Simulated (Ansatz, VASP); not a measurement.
**One calculation of BeSe5, two programs**

```xyz
6
Lattice="6.1252 0.0000 0.0000 -3.0626 5.3045 0.0000 0.0000 0.0000 5.5488" Properties=species:S:1:pos:R:3 pbc="T T T"
Be    0.0000    0.0000    2.7744
Se    0.0000    3.5364    2.7744
Se   -2.1085    3.6521    0.0000
Se    4.2171    0.0000    0.0000
Se    0.9540    1.6525    0.0000
Se    3.0626    1.7682    2.7744
```

Change from the starting cell: species swapped into the La5Mg type (P-62m, No. 189).

Alike in both runs: task single point; functional PBE; k mesh 3 × 3 × 4; occupations gaussian, width 0.1 eV; no spin polarisation.

|  | VASP | Ansatz |
| --- | --- | --- |
| version | VASP 6.6.1 | Ansatz 0.2.0 |
| potentials or method | VASP PAW PBE potentials, release 64 (Be, Se), cutoff 520 eV | scalar-relativistic, plane waves, PAW |
| valence electrons in the cell | 32 | 82 |

|  | VASP | Ansatz | Ansatz less VASP |
| --- | --- | --- | --- |
| gap on the k mesh at the Fermi level (eV) | none | none | - |
| pressure (GPa) | -11.1 | -11.1 | 0.00 |
| traceless stress, the component that is largest in VASP (GPa) | -1.25 | -1.25 | -0.001 |
| rms of the force components (eV/Å) | 0.296 | 0.296 | -0.0001 |

Atom by atom the forces differ by 0.000 eV/Å (rms over components). A gap of «none» marks a metal or a gap that the smearing closes. VASP's potentials hold 32 valence electrons a cell and Ansatz's 82, so a difference there can come from the potentials and not from the codes.

The k mesh is coarse, so the values compare programs but aren't converged.
